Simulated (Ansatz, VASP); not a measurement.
## CrN2: VASP beside Ansatz

The input INCAR:

```
ALGO     = Normal         # electronic algorithm
EDIFF    = 1E-6           # SCF threshold, eV
ENCUT    = 520            # plane-wave cutoff, eV
GGA      = PE             # functional
ISIF     = 2              # what is computed and relaxed
ISMEAR   = 0              # smearing method
ISPIN    = 2              # spin polarisation
LASPH    = T              # aspherical terms in the spheres
LCHARG   = F              # write CHGCAR
LMAXMIX  = 4              # l up to which the mixer works
LORBIT   = 11             # projections on sites
LREAL    = F              # projectors in reciprocal space
LWAVE    = F              # write WAVECAR
MAGMOM   = 3 3 0 0 0 0    # initial moments
NBANDS   = 35             # bands
NELM     = 150            # most SCF steps
PREC     = Accurate       # precision mode
SIGMA    = 0.1            # smearing width, eV
```

KPOINTS

```
k-points
0
Gamma
  10 8 12
```

File POSCAR:

```
CrN2
1.0
    3.9017860000      0.0000000000      0.0000000000
    0.0000000000      4.8095120000      0.0000000000
    0.0000000000      0.0000000000      2.7841700000
Cr N
2 4
Direct
    0.5000000000      0.5000000000      0.5000000000
    0.0000000000      0.0000000000      0.0000000000
    0.6338300000      0.0887750000      0.5000000000
    0.3661700000      0.9112250000      0.5000000000
    0.1338300000      0.4112250000      0.0000000000
    0.8661700000      0.5887750000      0.0000000000
```

Input for Ansatz:

```yaml
crystal:
  lattice:
    - [3.901786, 0.0, 0.0]
    - [0.0, 4.809512, 0.0]
    - [0.0, 0.0, 2.78417]
  atoms:
    - { symbol: Cr, position: [0.5, 0.5, 0.5], spin: 3.0 }
    - { symbol: Cr, position: [0.0, 0.0, 0.0], spin: 3.0 }
    - { symbol: "N", position: [0.63383, 0.088775, 0.5] }
    - { symbol: "N", position: [0.36617, 0.911225, 0.5] }
    - { symbol: "N", position: [0.13383, 0.411225, 0.0] }
    - { symbol: "N", position: [0.86617, 0.588775, 0.0] }
basis:
  ecutwfc: 420
kpoints:
  mp_grid: { grid: [10, 8, 12] }
hamiltonian:
  xc: pbe
scf:
  occupations: { method: gaussian, width: 0.1 }
  lower_state_search: "off"
output:
  forces: true
  stress: true
  eigenvalues: true
  populations: true
magnetization:
  spin_polarized: true
```

Alike in both runs: task single point; functional PBE; k mesh 10 × 8 × 12; occupations gaussian, width 0.1 eV; collinear spin.

|  | VASP | Ansatz |
| --- | --- | --- |
| version | VASP 6.6.1 | Ansatz 0.2.0 |
| potentials or method | VASP PAW PBE potentials, release 64 (Cr_pv, N), cutoff 520 eV | scalar-relativistic, plane waves, PAW |
| valence electrons in the cell | 44 | 48 |

Ansatz gave:

```
gap on the k mesh at the Fermi level (eV)                     : none
pressure (GPa)                                                : -0.9
traceless stress, the component that is largest in VASP (GPa) : 1.41
rms of the force components (eV/Å)                            : 0.037
net moment per atom (μB)                                      : 0.71
size of the moment on the site where the two differ most (μB) : 1.90
```

Question: Estimate VASP's values.

Answer: gap on the k mesh at the Fermi level (eV): none; pressure (GPa): -0.5; traceless stress, the component that is largest in VASP (GPa): 1.24; rms of the force components (eV/Å): 0.045; net moment per atom (μB): 0.71; size of the moment on the site where the two differ most (μB): 2.23.

Site moments also hang on the region over which each program counts them. Atom by atom the forces differ by 0.009 eV/Å (rms over components). A gap of «none» marks a metal or a gap that the smearing closes. VASP's potentials hold 44 valence electrons a cell and Ansatz's 48, so a difference there can come from the potentials and not from the codes.
